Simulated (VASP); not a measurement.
# AlN (P2_1) in VASP: further runs, part 2 of 2

VASP 6.6.1. Earlier steps stand in the parts before.

## 3. Single point, LDA

File INCAR:

```
SYSTEM = AlN
PREC = Accurate
ENCUT = 520
EDIFF = 1E-6
ISMEAR = 0
SIGMA = 0.05
LREAL = .FALSE.
LASPH = .TRUE.
NELM = 60
ALGO = Normal
ISIF = 2
LWAVE = .FALSE.
LCHARG = .FALSE.
NBANDS = 16
```

File KPOINTS:

```
Automatic mesh
0
G
  9 9 6
  0 0 0
```

File POSCAR:

```
AlN
1.0
    3.1142507998      0.0000000000      0.0000000000
   -1.5571253999      2.6970203064      0.0000000000
    0.0000000000      0.0000000000      4.9846160402
Al N
2 2
Direct
    0.3147813304      0.6666666667      0.0015210182
    0.6852186696      0.3333333333      0.5015210182
    0.3498904753      0.6666666667      0.3834789818
    0.6501095247      0.3333333333      0.8834789818
```

Potentials or basis: VASP PAW LDA potentials, release 64 (Al, N).

Command:

```bash
$ cat potpaw_LDA.64/Al/POTCAR potpaw_LDA.64/N/POTCAR > POTCAR
$ mpirun -np 1 vasp_std > vasp.out
```

OUTCAR:

```text
SYSTEM = AlN
   PREC = Accurate
   ENCUT = 520
   EDIFF = 1E-6
   ISMEAR = 0
   LREAL = .FALSE.
   LASPH = .TRUE.
   NELM = 60
   ISIF = 2

 ion  position               nearest neighbor table
   1  0.315  0.667  0.002-   4 1.89   4 1.89   4 1.90   3 1.91   2 3.02   2 3.02   2 3.08   2 3.08
                             2 3.13   2 3.13
   2  0.685  0.333  0.502-   3 1.89   3 1.89   3 1.90   4 1.91   1 3.02   1 3.02   1 3.08   1 3.08
                             1 3.13   1 3.13
   3  0.350  0.667  0.383-   2 1.89   2 1.89   2 1.90   1 1.91
   4  0.650  0.333  0.883-   1 1.89   1 1.89   1 1.90   2 1.91

  LATTYP: Found a hexagonal cell.
 ALAT       =     3.1142507998
 C/A-ratio  =     1.6005827278

  Lattice vectors:

 A1 = (   3.1142507998,   0.0000000000,   0.0000000000)
 A2 = (  -1.5571253999,   2.6970203064,   0.0000000000)
 A3 = (   0.0000000000,   0.0000000000,   4.9846160402)

Analysis of symmetry for initial positions (statically):
=====================================================================
 Subroutine PRICEL returns:
 Original cell was already a primitive cell.

 Routine SETGRP: Setting up the symmetry group for a
 hexagonal supercell.

 Subroutine GETGRP returns: Found  2 space group operations
[... 169 lines left out ...]
  energy without entropy =      -32.80224035  energy(sigma->0) =      -32.80224035

 E-fermi :   6.1131     XC(G=0): -11.2366

 val. band max:        5.8963947164   @ k =   0.0000   0.0000   0.0000
 cond. band min:      10.0603641271   @ k =   0.0000   0.0000   0.0000
 fundamental gap:      4.1639694107
 Fermi energy:         6.1131287956

 k-point     1 :       0.0000    0.0000    0.0000
  band No.  band energies     occupation
      1      -9.1447      2.00000
      2      -6.9282      2.00000
      3      -0.1627      2.00000
      4       4.9751      2.00000
      5       5.0250      2.00000
      6       5.5642      2.00000
[... 433 lines left out ...]
      3       0.9381      2.00000
      4       1.9809      2.00000
      5       2.1013      2.00000
      6       3.4707      2.00000
[... 8 lines left out ...]
     15      18.0794      0.00000
     16      20.3346      0.00000

 [... further k-points ...]
[... 5 lines left out ...]
  --------------------------------------------------------------------------------------
  -------------------------------------------------------------------------------------
  Total       -1.2710740     -1.1845103     -1.1061794     -0.0586756      0.0000000      0.0000000
  in kB      -48.6420553    -45.3293950    -42.3317910     -2.2454239      0.0000000      0.0000000
  external PRESSURE =     -45.4344138 kB  Pullay stress =       0.0000000 kB

 VOLUME and BASIS-vectors are now :
 -----------------------------------------------------------------------------
  energy-cutoff  :      520.00
  volume of cell :       41.87
      direct lattice vectors                 reciprocal lattice vectors
     3.114250800  0.000000000  0.000000000     0.321104517  0.185389780  0.000000000
    -1.557125400  2.697020306  0.000000000     0.000000000  0.370779559  0.000000000
     0.000000000  0.000000000  4.984616040     0.000000000  0.000000000  0.200617258

 POSITION                                       TOTAL-FORCE (eV/Angst)
 -----------------------------------------------------------------------------------
     -0.05778      1.79801      0.00758         0.324412      0.015161      0.031120
      1.61490      0.89901      2.49989        -0.324412     -0.015161      0.031120
      0.05156      1.79801      1.91150        -0.158660      0.006210     -0.031120
      1.50556      0.89901      4.40380         0.158660     -0.006210     -0.031120
 -----------------------------------------------------------------------------------
    total drift:                                0.000000     -0.000000      0.000656

  FREE ENERGIE OF THE ION-ELECTRON SYSTEM (eV)
  ---------------------------------------------------
  free  energy   TOTEN  =       -32.8022403509 eV

  energy  without entropy=      -32.8022403509  energy(sigma->0) =      -32.80224035
```

Run time: 27 s. Hardware: 1 thread of Intel Xeon 6975P-C (Granite Rapids), shared host; peak memory 0.2 GiB.

Results:

```
Free energy            : -32.8022 eV
Pressure               : -4.5 GPa
Largest force          : 0.326 eV/Å
Band gap on the k mesh : 4.16 eV, direct
```

Forces in eV/Å, atoms in the order of the input:
```
Al   0.324  0.015  0.031
Al  -0.324 -0.015  0.031
N   -0.159  0.006 -0.031
N    0.159 -0.006 -0.031
```

Stress tensor (GPa, compression positive):
```
-4.86 -0.22  0.00
-0.22 -4.53  0.00
 0.00  0.00 -4.23
```

Levels at points of the mesh, in eV from the valence-band top:
| k point | band 5 | band 6 | band 7 | band 8 | band 9 | band 10 | band 11 | band 12 |
| --- | --- | --- | --- | --- | --- | --- | --- | --- |
| (0.00, 0.00, 0.00) | -0.87 | -0.33 | -0.16 | 0.00 | 4.16 | 6.49 | 10.38 | 10.69 |
| (0.00, 0.00, 0.50) | -0.60 | -0.60 | -0.55 | -0.55 | 6.35 | 6.35 | 10.08 | 10.08 |

## 4. Single point, LDA

This run uses another cell than the first one, of 10.73 Å³/atom, 1.025 times its volume.

File INCAR:

```
ALGO = Normal
EDIFF = 1E-6
ENCUT = 520
GGA = CA
ISIF = 2
ISMEAR = 0
LASPH = T
LCHARG = F
LREAL = F
LWAVE = F
NBANDS = 16
NELM = 100
PREC = Accurate
SIGMA = 0.05
```

File KPOINTS:

```
k-points
0
Gamma
  9 9 6
```

File POSCAR:

```
AlN
1.0
    3.1401951683      0.0000000000      0.0000000000
   -1.5700975842      2.7194887886      0.0000000000
    0.0000000000      0.0000000000      5.0261421483
Al N
2 2
Direct
    0.3240411434      0.6666666667      0.0015210182
    0.6759588566      0.3333333333      0.5015210182
    0.3416263521      0.6666666667      0.3834789818
    0.6583736479      0.3333333333      0.8834789818
```

Potentials or basis: VASP PAW LDA potentials, release 64 (Al, N).

Command:

```bash
$ cat potpaw_LDA.64/Al/POTCAR potpaw_LDA.64/N/POTCAR > POTCAR
$ mpirun -np 1 vasp_std > vasp.out
```

OUTCAR:

```text
EDIFF = 1E-6
   ENCUT = 520
   GGA = CA
   ISIF = 2
   ISMEAR = 0
   LASPH = T
   LREAL = F
   NELM = 100
   PREC = Accurate

 ion  position               nearest neighbor table
   1  0.324  0.667  0.002-   4 1.91   4 1.91   4 1.91   3 1.92   2 3.07   2 3.07   2 3.10   2 3.10
                             2 3.13   2 3.13
   2  0.676  0.333  0.502-   3 1.91   3 1.91   3 1.91   4 1.92   1 3.07   1 3.07   1 3.10   1 3.10
                             1 3.13   1 3.13
[... 660 lines left out ...]
  FORCE on cell =-STRESS in cart. coord.  units (eV):
  Direction    XX          YY          ZZ          XY          YZ          ZX
  --------------------------------------------------------------------------------------
  -------------------------------------------------------------------------------------
  Total       -2.5031261     -2.4812991     -2.3141751     -0.0356929      0.0000000      0.0000000
  in kB      -93.4360849    -92.6213301    -86.3829665     -1.3323366      0.0000000      0.0000000
  external PRESSURE =     -90.8134605 kB  Pullay stress =       0.0000000 kB

 VOLUME and BASIS-vectors are now :
 -----------------------------------------------------------------------------
  energy-cutoff  :      520.00
  volume of cell :       42.92
      direct lattice vectors                 reciprocal lattice vectors
     3.140195168  0.000000000  0.000000000     0.318451544  0.183858085  0.000000000
    -1.570097584  2.719488789  0.000000000     0.000000000  0.367716169  0.000000000
     0.000000000  0.000000000  5.026142148     0.000000000  0.000000000  0.198959753

 POSITION                                       TOTAL-FORCE (eV/Angst)
 -----------------------------------------------------------------------------------
     -0.02918      1.81299      0.00764         0.161407      0.003685      0.023884
      1.59928      0.90650      2.52072        -0.161407     -0.003685      0.023884
      0.02604      1.81299      1.92742        -0.084043      0.001462     -0.023884
      1.54406      0.90650      4.44049         0.084043     -0.001462     -0.023884
 -----------------------------------------------------------------------------------
    total drift:                                0.000000      0.000000      0.000569

  FREE ENERGIE OF THE ION-ELECTRON SYSTEM (eV)
  ---------------------------------------------------
  free  energy   TOTEN  =       -32.7782322433 eV

  energy  without entropy=      -32.7782322433  energy(sigma->0) =      -32.77823224
```

OSZICAR:

```text
N       E                     dE             d eps       ncg     rms          rms(c)
DAV:   1     0.368020110326E+02    0.36802E+02   -0.72838E+03  5248   0.891E+02
DAV:   2    -0.344422098776E+02   -0.71244E+02   -0.65346E+02  7400   0.175E+02
DAV:   3    -0.376922287479E+02   -0.32500E+01   -0.32400E+01  6520   0.380E+01
DAV:   4    -0.377090881693E+02   -0.16859E-01   -0.16858E-01  6632   0.331E+00
DAV:   5    -0.377092593863E+02   -0.17122E-03   -0.17122E-03  6512   0.325E-01    0.120E+01
DAV:   6    -0.328894551472E+02    0.48198E+01   -0.11421E+01  5464   0.237E+01    0.426E+00
DAV:   7    -0.328398668067E+02    0.49588E-01   -0.48133E-01  6384   0.458E+00    0.277E+00
DAV:   8    -0.327808922439E+02    0.58975E-01   -0.75075E-02  5760   0.229E+00    0.370E-01
DAV:   9    -0.327781199681E+02    0.27723E-02   -0.62029E-03  6752   0.561E-01    0.230E-01
DAV:  10    -0.327782888624E+02   -0.16889E-03   -0.61291E-04  6040   0.157E-01    0.128E-01
DAV:  11    -0.327782328732E+02    0.55989E-04   -0.93584E-05  6208   0.714E-02    0.229E-02
DAV:  12    -0.327782322433E+02    0.62992E-06   -0.16082E-06  5432   0.970E-03
   1 F= -.32778232E+02 E0= -.32778232E+02  d E =-.175976E-13
```

Run time: 26 s. Hardware: 1 thread of Intel Xeon 6975P-C (Granite Rapids), shared host; peak memory 0.2 GiB.

Results:

| Quantity | Value |
| --- | --- |
| Free energy | -32.7782 eV |
| Pressure | -9.1 GPa |
| Largest force | 0.163 eV/Å |
| Band gap on the k mesh | 3.98 eV, direct |

Forces on the atoms (eV/Å):
```
Al   0.161  0.004  0.024
Al  -0.161 -0.004  0.024
N   -0.084  0.001 -0.024
N    0.084 -0.001 -0.024
```

Stress tensor (GPa, compression positive):
```
-9.34 -0.13  0.00
-0.13 -9.26  0.00
 0.00  0.00 -8.64
```

A k mesh can miss the band edges.
